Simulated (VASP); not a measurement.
# TePb (Fm-3m) in VASP: further runs, part 2 of 3

VASP 6.6.1. Earlier steps stand in the parts before.

**3. Single point, r2SCAN (strain -4.0%)**

POSCAR

```
TePb
1.0
    0.0000000000      3.1371233749      3.1371233749
    3.1371233749      0.0000000000      3.1371233749
    3.1371233749      3.1371233749      0.0000000000
Pb Te
1 1
Direct
    0.0000000000      0.0000000000      0.0000000000
    0.5000000000      0.5000000000      0.5000000000
```

INCAR.step1

```
SYSTEM = TePb
PREC     = Accurate       ! precision mode
ENCUT    = 520            ! plane-wave cutoff, eV
ISMEAR   = 0              ! smearing method
SIGMA    = 0.01           ! smearing width, eV
LREAL    = .FALSE.        ! projectors in reciprocal space
LASPH    = .TRUE.         ! aspherical terms in the spheres
NELM     = 80             ! most SCF steps
NBANDS   = 17             ! bands
GGA      = PE             ! functional
ALGO     = Normal         ! electronic algorithm
EDIFF    = 1E-4           ! SCF threshold, eV
LWAVE    = .TRUE.         ! write WAVECAR
LCHARG   = .FALSE.        ! write CHGCAR
```

INCAR.step2

```
SYSTEM = TePb
PREC     = Accurate       ! precision mode
ENCUT    = 520            ! plane-wave cutoff, eV
EDIFF    = 1E-6           ! SCF threshold, eV
ISMEAR   = 0              ! smearing method
SIGMA    = 0.01           ! smearing width, eV
LREAL    = .FALSE.        ! projectors in reciprocal space
LASPH    = .TRUE.         ! aspherical terms in the spheres
NELM     = 80             ! most SCF steps
ALGO     = Normal         ! electronic algorithm
ISIF     = 2              ! what is computed and relaxed
LWAVE    = .FALSE.        ! write WAVECAR
LCHARG   = .FALSE.        ! write CHGCAR
METAGGA  = R2SCAN         ! meta-GGA
LMIXTAU  = .TRUE.       
NBANDS   = 17             ! bands
ISTART   = 1
```

KPOINTS

```
regular mesh
0
G
  8 8 8
  0 0 0
```

Potentials or basis: VASP PAW PBE potentials, release 64 (Pb_d, Te).

Launch:

```
cat potpaw_PBE.64/Pb_d/POTCAR potpaw_PBE.64/Te/POTCAR > POTCAR
cp INCAR.step1 INCAR
mpirun -np 1 vasp_std > vasp.out
cp INCAR.step2 INCAR
mpirun -np 1 vasp_std > vasp.out
```

OUTCAR:

```text
SYSTEM = TePb
   PREC = Accurate
   ENCUT = 520
   EDIFF = 1E-6
   ISMEAR = 0
   LREAL = .FALSE.
   LASPH = .TRUE.
   NELM = 80
   ISIF = 2
   METAGGA = R2SCAN
   ISTART = 1

 ion  position               nearest neighbor table
   1  0.000  0.000  0.000-   2 3.14   2 3.14   2 3.14   2 3.14   2 3.14   2 3.14
   2  0.500  0.500  0.500-   1 3.14   1 3.14   1 3.14   1 3.14   1 3.14   1 3.14

  LATTYP: Found a face centered cubic cell.
 ALAT       =     6.2742467498

  Lattice vectors:

 A1 = (   0.0000000000,   3.1371233749,   3.1371233749)
 A2 = (   3.1371233749,   0.0000000000,   3.1371233749)
 A3 = (   3.1371233749,   3.1371233749,   0.0000000000)

Analysis of symmetry for initial positions (statically):
=====================================================================
 Subroutine PRICEL returns:
 Original cell was already a primitive cell.

 Routine SETGRP: Setting up the symmetry group for a
 face centered cubic supercell.

 Subroutine GETGRP returns: Found 48 space group operations
 (whereof 48 operations were pure point group operations)
 out of a pool of 48 trial point group operations.

The static configuration has the point symmetry O_h .

Analysis of symmetry for dynamics (positions and initial velocities):
[... 155 lines left out ...]
  ---------------------------------------------------
  free energy    TOTEN  =       -82.55259539 eV

  energy without entropy =      -82.55259539  energy(sigma->0) =      -82.55259539

 E-fermi :   6.8666     XC(G=0): -10.2517

 val. band max:        6.7925547299   @ k =   0.5000   0.0000   0.0000
 cond. band min:       7.5837590240   @ k =   0.5000   0.0000   0.0000
 fundamental gap:      0.7912042941
 Fermi energy:         6.8665574467

 k-point     1 :       0.0000    0.0000    0.0000
  band No.  band energies     occupation
      1     -10.8220      2.00000
      2     -10.8220      2.00000
      3     -10.8006      2.00000
      4     -10.8006      2.00000
      5     -10.8006      2.00000
      6      -6.6081      2.00000
[... 457 lines left out ...]
      4     -10.7839      2.00000
      5     -10.7717      2.00000
      6      -4.5708      2.00000
[... 9 lines left out ...]
     16      17.0550      0.00000
     17      17.5971      0.00000

 [... further k-points ...]
[... 5 lines left out ...]
  --------------------------------------------------------------------------------------
  -------------------------------------------------------------------------------------
  Total        2.6118241      2.6118241      2.6118241      0.0000000      0.0000000      0.0000000
  in kB       67.7687863     67.7687863     67.7687863      0.0000000      0.0000000      0.0000000
  external PRESSURE =      67.7687863 kB  Pullay stress =       0.0000000 kB

 VOLUME and BASIS-vectors are now :
 -----------------------------------------------------------------------------
  energy-cutoff  :      520.00
  volume of cell :       61.75
      direct lattice vectors                 reciprocal lattice vectors
     0.000000000  3.137123375  3.137123375    -0.159381682  0.159381682  0.159381682
     3.137123375  0.000000000  3.137123375     0.159381682 -0.159381682  0.159381682
     3.137123375  3.137123375  0.000000000     0.159381682  0.159381682 -0.159381682

 POSITION                                       TOTAL-FORCE (eV/Angst)
 -----------------------------------------------------------------------------------
      0.00000      0.00000      0.00000         0.000000      0.000000      0.000000
      3.13712      3.13712      3.13712         0.000000      0.000000     -0.000000
 -----------------------------------------------------------------------------------
    total drift:                               -0.000000      0.000000      0.000000

  FREE ENERGIE OF THE ION-ELECTRON SYSTEM (eV)
  ---------------------------------------------------
  free  energy   TOTEN  =       -82.5525953868 eV

  energy  without entropy=      -82.5525953868  energy(sigma->0) =      -82.55259539
```

OUTCAR.step1:

```text
SYSTEM = TePb
   PREC = Accurate
   ENCUT = 520
   ISMEAR = 0
   LREAL = .FALSE.
   LASPH = .TRUE.
[... 702 lines left out ...]
      0.00000      0.00000      0.00000         0.000000     -0.000000     -0.000000
      3.13712      3.13712      3.13712         0.000000      0.000000      0.000000
 -----------------------------------------------------------------------------------
    total drift:                               -0.000000      0.000000      0.000000

  FREE ENERGIE OF THE ION-ELECTRON SYSTEM (eV)
  ---------------------------------------------------
  free  energy   TOTEN  =        -7.3405572863 eV

  energy  without entropy=       -7.3405572863  energy(sigma->0) =       -7.34055729
```

OSZICAR.step1:

```text
N       E                     dE             d eps       ncg     rms          rms(c)
DAV:   1     0.156208747722E+03    0.15621E+03   -0.92719E+03   986   0.116E+03
DAV:   2     0.321115401251E+01   -0.15300E+03   -0.14830E+03  1066   0.302E+02
DAV:   3    -0.715618886107E+01   -0.10367E+02   -0.10298E+02  1284   0.844E+01
DAV:   4    -0.742052494624E+01   -0.26434E+00   -0.26420E+00  1265   0.148E+01
DAV:   5    -0.743051014007E+01   -0.99852E-02   -0.99850E-02  1442   0.255E+00    0.416E+00
DAV:   6    -0.734261481350E+01    0.87895E-01   -0.17965E-01  1440   0.330E+00    0.259E+00
DAV:   7    -0.733961421480E+01    0.30006E-02   -0.72195E-02  1294   0.142E+00    0.910E-01
DAV:   8    -0.734050051071E+01   -0.88630E-03   -0.83901E-03  1242   0.925E-01    0.170E-01
DAV:   9    -0.734055728632E+01   -0.56776E-04   -0.58931E-04  1360   0.291E-01
   1 F= -.73405573E+01 E0= -.73405573E+01  d E =-.159811E-76
```

It took 2.6 min on 1 thread of Intel Xeon 8259CL, shared host; peak memory 0.23 GiB.

Results:

```
Free energy            : -82.5526 eV
Pressure               : 6.8 GPa
Band gap on the k mesh : 0.79 eV
```

Caveat: the cell differs from its parent crystal (strain -4.0%); the cell stands under pressure; the PAW data sets were made with another functional, which shifts forces and pressure a little; spin-orbit coupling is left out, which moves the levels of the heavy elements.

**4. Single point, r2SCAN (strain -3.0%)**

POSCAR

```
TePb
1.0
    0.0000000000      3.1698017434      3.1698017434
    3.1698017434      0.0000000000      3.1698017434
    3.1698017434      3.1698017434      0.0000000000
Pb Te
1 1
Direct
    0.0000000000      0.0000000000      0.0000000000
    0.5000000000      0.5000000000      0.5000000000
```

INCAR.step1

```
SYSTEM = TePb
PREC = Accurate
ENCUT = 520
ISMEAR = 0
SIGMA = 0.01
LREAL = .FALSE.
LASPH = .TRUE.
NELM = 60
NBANDS = 17
GGA = PE
ALGO = Normal
EDIFF = 1E-4
LWAVE = .TRUE.
LCHARG = .FALSE.
```

INCAR.step2

```
SYSTEM = TePb
PREC = Accurate
ENCUT = 520
EDIFF = 1E-6
ISMEAR = 0
SIGMA = 0.01
LREAL = .FALSE.
LASPH = .TRUE.
NELM = 60
ALGO = Normal
ISIF = 2
LWAVE = .FALSE.
LCHARG = .FALSE.
METAGGA = R2SCAN
LMIXTAU = .TRUE.
NBANDS = 17
ISTART = 1
```

KPOINTS is that of step 3.

Launch:

```
cat potpaw_PBE.64/Pb_d/POTCAR potpaw_PBE.64/Te/POTCAR > POTCAR
cp INCAR.step1 INCAR
mpirun -np 1 vasp_std > vasp.out
cp INCAR.step2 INCAR
mpirun -np 1 vasp_std > vasp.out
```

Wall time 2.3 min (1 thread of Intel Xeon 8259CL, shared host); peak memory 0.23 GiB.

Results (log left out):

```yaml
Free_energy: -82.6227 eV
Pressure: 4.7 GPa
Band_gap_on_the_k_mesh: 0.88 eV
```

Levels at points of the mesh, in eV from the valence-band top:
| k point | band 8 | band 9 | band 10 | band 11 | band 12 | band 13 |
| --- | --- | --- | --- | --- | --- | --- |
| (0.00, 0.00, 0.00) | -1.78 | -1.78 | -1.78 | 4.37 | 4.37 | 4.37 |
| (0.50, 0.00, 0.00) | -1.25 | -1.25 | 0.00 | 0.88 | 1.21 | 1.21 |
| (0.50, 0.50, 0.00) | -5.22 | -3.37 | -3.37 | 3.29 | 6.01 | 6.01 |

Caveat: the cell differs from its parent crystal (strain -3.0%); the cell stands under pressure; the PAW data sets were made with another functional, which shifts forces and pressure a little; spin-orbit coupling is left out, which moves the levels of the heavy elements. A k mesh can miss the band edges.

(Continued in part 3 of 3.)
